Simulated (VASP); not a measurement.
Here is a VASP 6.6.1 calculation.

File INCAR:

```
SYSTEM = Hf2O
ALGO = Normal
EDIFF = 1E-7
ENCUT = 520
GGA = PE
ISIF = 2
ISMEAR = 0
LASPH = .TRUE.
LCHARG = .TRUE.
LELF = .TRUE.
LREAL = .FALSE.
LVHAR = .TRUE.
LWAVE = .FALSE.
NBANDS = 35
NELM = 100
PREC = Accurate
SIGMA = 0.1
```

File KPOINTS:

```
k-points
0
G
  6 6 2
  0 0 0
```

POSCAR

```
Hf2O
1.0
    3.1872104815      0.0000000000      0.0000000000
   -1.5936052407      2.7602052442      0.0000000000
    0.0000000000      0.0000000000     11.1048324288
Hf O
4 2
Direct
    0.6666666667      0.3333333333      0.8993957694
    0.3333333333      0.6666666667      0.3993957694
    0.6666666667      0.3333333333      0.6006042306
    0.3333333333      0.6666666667      0.1006042306
    0.0000000000      0.0000000000      0.7500000000
    0.0000000000      0.0000000000      0.2500000000
```

Potentials or basis: VASP PAW PBE potentials, release 64 (Hf_pv, O).

The run is started by

```bash
$ cat potpaw_PBE.64/Hf_pv/POTCAR potpaw_PBE.64/O/POTCAR > POTCAR
$ mpirun -np 1 vasp_std > vasp.out
```

(1) Predict the pressure.

(2) Predict the band gap on the k mesh.

(3) Predict the largest force.

Results:

(1) -3.3 GPa.

(2) zero (band 26 reaches 6.52 eV, above the bottom of band 27 at 5.85 eV).

(3) 2.394 eV/Å.

Caveat: the k points lie up to 0.38 Å⁻¹ apart; spin-orbit coupling is left out, which moves the levels of the heavy elements; forces of over 1 eV/Å act on the atoms, so gaps and moduli don't describe the material at rest.
